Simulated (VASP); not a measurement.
# C (Fd-3m) in VASP: further runs

The runs below take C through single point, relaxation of cell and atoms, with revPBE.

All numbers are computed with VASP 6.6.1; they aren't measurements. Logs are shortened: lines on timing, memory, paths and dates and some standing lists are left out, and cuts for length are marked.

### Step 1. The cell of the first run

The structure is cubic, space group Fd-3m (No. 227). The conventional cell has a = 3.584 Å, b = 3.584 Å, c = 3.584 Å, α = 90.00°, β = 90.00°, γ = 90.00°. C (site symmetry -43m) has 4 C at 1.55 Å within 2.1 Å.

### Step 2. Single point, revPBE

File INCAR:

```
ALGO = Normal ; EDIFF = 1E-7
ENCUT = 520 ; GGA = RE
ISIF = 2 ; ISMEAR = -1
LASPH = True ; LCHARG = False
LREAL = False ; LWAVE = False
NBANDS = 11 ; NELM = 100
PREC = Accurate ; SIGMA = 0.05
```

File KPOINTS:

```
k-points
0
Gamma
  14 14 14
```

File POSCAR:

```
C
1.0
    0.0000000000      1.7922190196      1.7922190196
    1.7922190196      0.0000000000      1.7922190196
    1.7922190196      1.7922190196      0.0000000000
C
2
Direct
    0.5000000000      0.5000000000      0.5000000000
    0.7500000000      0.7500000000      0.7500000000
```

Potentials or basis: VASP PAW PBE potentials, release 64 (C).

The run is started by

```console
$ cat potpaw_PBE.64/C/POTCAR > POTCAR
$ mpirun -np 1 vasp_std > vasp.out
```

OUTCAR:

```text
EDIFF = 1E-7
   ENCUT = 520
   GGA = RE
   ISIF = 2
   ISMEAR = -1
   LASPH = True
   LREAL = False
   NELM = 100
   PREC = Accurate

 ion  position               nearest neighbor table
   1  0.500  0.500  0.500-   2 1.55   2 1.55   2 1.55   2 1.55
   2  0.750  0.750  0.750-   1 1.55   1 1.55   1 1.55   1 1.55

  LATTYP: Found a face centered cubic cell.
 ALAT       =     3.5844380392

  Lattice vectors:

 A1 = (   0.0000000000,   1.7922190196,   1.7922190196)
 A2 = (   1.7922190196,   0.0000000000,   1.7922190196)
 A3 = (   1.7922190196,   1.7922190196,   0.0000000000)

Analysis of symmetry for initial positions (statically):
=====================================================================
 Subroutine PRICEL returns:
 Original cell was already a primitive cell.

 Routine SETGRP: Setting up the symmetry group for a
 face centered cubic supercell.

 Subroutine GETGRP returns: Found 48 space group operations
 (whereof 24 operations were pure point group operations)
 out of a pool of 48 trial point group operations.

The static configuration has the point symmetry T_d .
 The point group associated with its full space group is O_h .

Analysis of symmetry for dynamics (positions and initial velocities):
=====================================================================
 Subroutine PRICEL returns:
 Original cell was already a primitive cell.

 Routine SETGRP: Setting up the symmetry group for a
 face centered cubic supercell.

 Subroutine GETGRP returns: Found 48 space group operations
 (whereof 24 operations were pure point group operations)
 out of a pool of 48 trial point group operations.

The dynamic configuration has the point symmetry T_d .
 The point group associated with its full space group is O_h .

 Subroutine INISYM returns: Found 48 space group operations
 (whereof 24 operations are pure point group operations),
 and found     1 'primitive' translations

----------------------------------------------------------------------------------------

                                     Primitive cell

  volume of cell :      11.5134

  direct lattice vectors                    reciprocal lattice vectors
     0.000000000  1.792219020  1.792219020    -0.278983760  0.278983760  0.278983760
     1.792219020  0.000000000  1.792219020     0.278983760 -0.278983760  0.278983760
     1.792219020  1.792219020  0.000000000     0.278983760  0.278983760 -0.278983760

  length of vectors
     2.534580444  2.534580444  2.534580444     0.483214046  0.483214046  0.483214046

  position of ions in fractional coordinates (direct lattice)
     0.500000000  0.500000000  0.500000000
     0.750000000  0.750000000  0.750000000

  ion indices of the primitive-cell ions
   primitive index   ion index
                 1           1
                 2           2

----------------------------------------------------------------------------------------

 KPOINTS: k-points

Automatic generation of k-mesh.
 Grid dimensions read from file:
 generate k-points for:   14   14   14

 Generating k-lattice:

  Cartesian coordinates                     Fractional coordinates (reciprocal lattice)
    -0.019927411  0.019927411  0.019927411     0.071428571  0.000000000  0.000000000
     0.019927411 -0.019927411  0.019927411     0.000000000  0.071428571  0.000000000
     0.019927411  0.019927411 -0.019927411     0.000000000  0.000000000  0.071428571

  Length of vectors
     0.034515289  0.034515289  0.034515289

  Shift w.r.t. Gamma in fractional coordinates (k-lattice)
     0.000000000  0.000000000  0.000000000

 Subroutine IBZKPT returns following result:
 ===========================================

 Found    104 irreducible k-points:

 Following reciprocal coordinates:
            Coordinates               Weight
  0.000000  0.000000  0.000000      1.000000
  0.071429  0.000000  0.000000      8.000000
  0.142857  0.000000  0.000000      8.000000
  0.214286  0.000000  0.000000      8.000000
  0.285714  0.000000  0.000000      8.000000
  0.357143  0.000000  0.000000      8.000000
[... 16 lines left out ...]
  0.214286  0.142857  0.000000     24.000000
  0.285714  0.142857  0.000000     24.000000
 [... further k-points ...]
   k-points           NKPTS =    104   k-points in BZ     NKDIM =    104   number of bands    NBANDS=     11
   number of dos      NEDOS =    301   number of ions     NIONS =      2
   total plane-waves  NPLWV =   8000
   dimension x,y,z NGX =    20 NGY =   20 NGZ =   20
   dimension x,y,z NGXF=    40 NGYF=   40 NGZF=   40
   ions per type =               2
   NGX,Y,Z   is equivalent  to a cutoff of  13.12, 13.12, 13.12 a.u.
   NGXF,Y,Z  is equivalent  to a cutoff of  26.24, 26.24, 26.24 a.u.
 SYSTEM =  unknown system
   PREC   = accura    normal or accurate (medium, high low for compatibility)
   ISTART =      0    job   : 0-new  1-cont  2-samecut
   ICHARG =      2    charge: 1-file 2-atom 10-const
   ISPIN  =      1    spin polarized calculation?
   LNONCOLLINEAR =      F non collinear calculations
   LSORBIT =      F    spin-orbit coupling
   LASPH  =      T    aspherical Exc in radial PAW
   ENCUT  =  520.0 eV  38.22 Ry    6.18 a.u.   4.71  4.71  4.71*2*pi/ulx,y,z
   NELM   =    100;   NELMIN=  2; NELMDL= -5     # of ELM steps
   EDIFF  = 0.1E-06   stopping-criterion for ELM
   LREAL  =      F    real-space projection
   EDIFFG = 0.1E-05   stopping-criterion for IOM
   NSW    =      0    number of steps for IOM
   IBRION =     -1    ionic relax: 0-MD 1-quasi-New 2-CG
   NFREE  =      0    steps in history (QN), initial steepest desc. (CG)
   ISIF   =      2    stress and relaxation
   ISYM   =      2    0-nonsym 1-usesym 2-fastsym
   POTIM  = 0.5000    time-step for ionic-motion
   TEBEG  =    0.0;   TEEND  =   0.0 temperature during run
   PSTRESS=    0.0 pullay stress
   NELECT =       8.0000    total number of electrons
   NUPDOWN=      -1.0000    fix difference up-down
   EMIN   =  10.00;   EMAX   =-10.00  energy-range for DOS
   EFERMI =   0.00;   METHOD = LEGACY
   ISMEAR =    -1;   SIGMA  =   0.05  broadening in eV -4-tet -1-fermi 0-gaus
   EFERMI_NEDOS =   21; number of points for ismear=-14 and -15
   IALGO  =     38    algorithm
   IMIX   =      4    mixing-type and parameters
     AMIX     =   0.40;   BMIX     =  1.00
     AMIX_MAG =   1.60;   BMIX_MAG =  1.00
  volume/ion in A,a.u.               =       5.76        38.85
  Fermi-wavevector in a.u.,A,eV,Ry     =   1.450008  2.740118 28.606567  2.102523
  Thomas-Fermi vector in A             =   2.567669
   LORBIT       =      0    0 simple, 1 ext, 2 COOP (PROOUT), +10 PAW based schemes
   GGA     = RE    functional components
   LHFCALC =     F    Hartree Fock is set to
   AEXX    =    0.0000 exact exchange contribution
   IVDW    =     0    specifies the selected vdW correction
   LEPSILON=     F    determine dielectric tensor
   LRPA    =     F    only Hartree local field effects (RPA)
 non-spin polarized calculation
  energy-cutoff  :      520.00
  volume of cell :       11.51
 maximum number of plane-waves:       331
   NGX =  9   NGY =  9   NGZ =  9

 number of electron       8.0000000 magnetization

 Free energy of the ion-electron system (eV)
  ---------------------------------------------------
  ext. energy  EPLUGINS =         0.00000000
  ---------------------------------------------------
  free energy    TOTEN  =       -17.38020147 eV

  energy without entropy =      -17.38020147  energy(sigma->0) =      -17.38020147

 E-fermi :  10.5870     XC(G=0): -13.1159

 val. band max:        9.6091513844   @ k =   0.0000   0.0000   0.0000
 cond. band min:      13.6984772125   @ k =   0.3571   0.3571   0.0000
 fundamental gap:      4.0893258281
 Fermi energy:        10.5870287497

 k-point     1 :       0.0000    0.0000    0.0000
  band No.  band energies     occupation
      1     -11.7312      2.00000
      2       9.6092      2.00000
      3       9.6092      2.00000
      4       9.6092      2.00000
      5      15.1607      0.00000
      6      15.1607      0.00000
      7      15.1607      0.00000
      8      22.5567      0.00000
      9      28.7949      0.00000
     10      35.9025      0.00000
     11      35.9025      0.00000

 k-point     2 :       0.0714    0.0000    0.0000
  band No.  band energies     occupation
      1     -11.5911      2.00000
      2       8.6811      2.00000
      3       9.3693      2.00000
      4       9.3693      2.00000
      5      15.4749      0.00000
      6      15.4749      0.00000
      7      15.7058      0.00000
      8      22.6927      0.00000
      9      29.0370      0.00000
     10      34.1508      0.00000
     11      34.1508      0.00000

 k-point     3 :       0.1429    0.0000    0.0000
  band No.  band energies     occupation
      1     -11.1723      2.00000
      2       6.6499      2.00000
      3       8.8103      2.00000
      4       8.8103      2.00000
      5      16.2128      0.00000
      6      16.2128      0.00000
      7      16.6347      0.00000
      8      23.0924      0.00000
      9      29.6017      0.00000
     10      32.6155      0.00000
     11      32.6155      0.00000

 k-point     4 :       0.2143    0.0000    0.0000
  band No.  band energies     occupation
      1     -10.4793      2.00000
      2       4.2747      2.00000
      3       8.1784      2.00000
      4       8.1784      2.00000
      5      17.0088      0.00000
      6      17.0088      0.00000
      7      17.3498      0.00000
      8      23.6944      0.00000
      9      30.0871      0.00000
     10      31.8842      0.00000
     11      31.8842      0.00000

 k-point     5 :       0.2857    0.0000    0.0000
  band No.  band energies     occupation
      1      -9.5216      2.00000
      2       1.8608      2.00000
      3       7.6171      2.00000
      4       7.6171      2.00000
      5      17.5972      0.00000
      6      17.5972      0.00000
      7      17.7920      0.00000
      8      24.3523      0.00000
      9      30.3023      0.00000
     10      32.0739      0.00000
     11      32.0739      0.00000
[... 211 lines left out ...]
 k-point    21 :      -0.0714    0.0714    0.0000
  band No.  band energies     occupation
      1     -11.3582      2.00000
      2       7.8503      2.00000
      3       8.2782      2.00000
      4       9.3742      2.00000
      5      15.5383      0.00000
      6      16.1682      0.00000
      7      16.4873      0.00000
      8      22.8640      0.00000
      9      29.3984      0.00000
     10      32.1974      0.00000
     11      33.6134      0.00000

 k-point    22 :       0.1429    0.1429    0.0000
  band No.  band energies     occupation
      1     -10.9864      2.00000
      2       7.5472      2.00000
      3       7.5472      2.00000
      4       7.8980      2.00000
      5      14.6435      0.00000
      6      17.8572      0.00000
      7      17.8572      0.00000
      8      22.4582      0.00000
      9      29.6800      0.00000
     10      30.0036      0.00000
     11      36.8480      0.00000

 k-point    23 :       0.2143    0.1429    0.0000
  band No.  band energies     occupation
      1     -10.4779      2.00000
      2       5.8204      2.00000
      3       6.8693      2.00000
      4       7.5790      2.00000
      5      14.8074      0.00000
      6      18.8001      0.00000
      7      18.8467      0.00000
      8      22.0428      0.00000
      9      29.3109      0.00000
     10      30.5719      0.00000
     11      36.1615      0.00000

 k-point    24 :       0.2857    0.1429    0.0000
  band No.  band energies     occupation
      1      -9.6993      2.00000
      2       3.6249      2.00000
      3       6.3329      2.00000
      4       7.0220      2.00000
      5      15.4736      0.00000
      6      19.4507      0.00000
      7      19.5963      0.00000
      8      21.8589      0.00000
      9      29.7712      0.00000
     10      30.9535      0.00000
     11      35.6872      0.00000

 [... further k-points ...]

------------------------ aborting loop because EDIFF is reached ----------------------------------------

  FORCE on cell =-STRESS in cart. coord.  units (eV):
  Direction    XX          YY          ZZ          XY          YZ          ZX
  --------------------------------------------------------------------------------------
  -------------------------------------------------------------------------------------
  Total        0.0366093      0.0366093      0.0366093     -0.0000000      0.0000000      0.0000000
  in kB        5.0944701      5.0944701      5.0944701     -0.0000000      0.0000000      0.0000000
  external PRESSURE =       5.0944701 kB  Pullay stress =       0.0000000 kB

 VOLUME and BASIS-vectors are now :
 -----------------------------------------------------------------------------
  energy-cutoff  :      520.00
  volume of cell :       11.51
      direct lattice vectors                 reciprocal lattice vectors
     0.000000000  1.792219020  1.792219020    -0.278983760  0.278983760  0.278983760
     1.792219020  0.000000000  1.792219020     0.278983760 -0.278983760  0.278983760
     1.792219020  1.792219020  0.000000000     0.278983760  0.278983760 -0.278983760

 POSITION                                       TOTAL-FORCE (eV/Angst)
 -----------------------------------------------------------------------------------
      1.79222      1.79222      1.79222        -0.000000     -0.000000     -0.000000
      2.68833      2.68833      2.68833         0.000000      0.000000      0.000000
 -----------------------------------------------------------------------------------
    total drift:                                0.000000     -0.000000      0.000000

  FREE ENERGIE OF THE ION-ELECTRON SYSTEM (eV)
  ---------------------------------------------------
  free  energy   TOTEN  =       -17.3802014739 eV

  energy  without entropy=      -17.3802014739  energy(sigma->0) =      -17.38020147
```

Run time: 10 s. Hardware: 1 thread of Intel Xeon 6455B, shared host; peak memory 0.12 GiB.

What came out:

| Property | Result |
| --- | --- |
| Free energy | -17.3802 eV |
| Pressure | 0.5 GPa |
| Band gap on the k mesh | 4.09 eV, indirect (least direct gap 5.55 eV) |

Caveat: the PAW data sets were made with another functional, which shifts forces and pressure a little.

### Step 3. Relaxation of cell and atoms, revPBE

This run uses another cell than the first one, of 5.67 Å³/atom, 0.985 times its volume.

File INCAR:

```
SYSTEM = C
PREC = Accurate ; ENCUT = 600
EDIFF = 1E-6 ; ISMEAR = -1
SIGMA = 0.05 ; LREAL = .False.
LASPH = .True. ; NELM = 100
ALGO = Normal ; ISIF = 3
LWAVE = .False. ; LCHARG = .False.
GGA = RE ; IBRION = 2
NSW = 80 ; EDIFFG = -0.01
```

File KPOINTS:

```
regular mesh
0
Gamma
  8 8 8
  0 0 0
```

File POSCAR:

```
C
1.0
    0.0000000000      1.7834000000      1.7834000000
    1.7834000000      0.0000000000      1.7834000000
    1.7834000000      1.7834000000      0.0000000000
C
2
Direct
    0.5000000000      0.5000000000      0.5000000000
    0.7500000000      0.7500000000      0.7500000000
```

Potentials or basis: VASP PAW PBE potentials, release 64 (C).

The run is started by

```console
$ cat potpaw_PBE.64/C/POTCAR > POTCAR
$ mpirun -np 1 vasp_std > vasp.out
```

Run time: 5.3 s. Hardware: 1 thread of Intel Xeon 6455B, shared host; peak memory 0.12 GiB.

It converged, with:

```yaml
Free_energy: -17.3840 eV
Relaxed_volume: 5.75 Å³/atom
Relaxed_cell: a = 2.534 Å, b = 2.534 Å, c = 2.534 Å, α = 60.00°, β = 60.00°, γ = 60.00°
Space_group_after_relaxing_to_0.05_Å: Fd-3m (No. 227)
Energy_gained_by_relaxing: 1.6 meV/atom
Ionic_steps: 3
Pressure_after_relaxing: 0.0 GPa
Band_gap_on_the_k_mesh: 4.09 eV, indirect (least direct gap 5.55 eV)
```

The path:
| step | energy change (eV) | largest force (eV/Å) | pressure (GPa) | volume (Å³) |
| --- | --- | --- | --- | --- |
| 1 | 0.0000 | 0.0000 | 6.26 | 11.34 |
| 2 | 0.0014 | 0.0000 | -7.12 | 11.71 |
| 3 | -0.0032 | 0.0000 | -0.01 | 11.51 |

Final structure:
```
CELL_PARAMETERS angstrom
0.00000 1.79202 1.79202
1.79202 0.00000 1.79202
1.79202 1.79202 0.00000
ATOMIC_POSITIONS crystal
C 0.50000 0.50000 0.50000
C 0.75000 0.75000 0.75000
```

Levels at points of the mesh, in eV from the valence-band top:
```
           k point  band 1  band 2  band 3  band 4  band 5  band 6  band 7  band 8
(0.00, 0.00, 0.00)  -21.34    0.00    0.00    0.00    5.55    5.55    5.55   12.95
(0.50, 0.00, 0.00)  -15.66  -13.24   -2.77   -2.77    8.41    8.41    8.61   15.64
(0.50, 0.50, 0.00)  -12.72  -12.72   -6.22   -6.22    4.72    4.72   16.65   16.65
```

Caveat: the PAW data sets were made with another functional, which shifts forces and pressure a little.
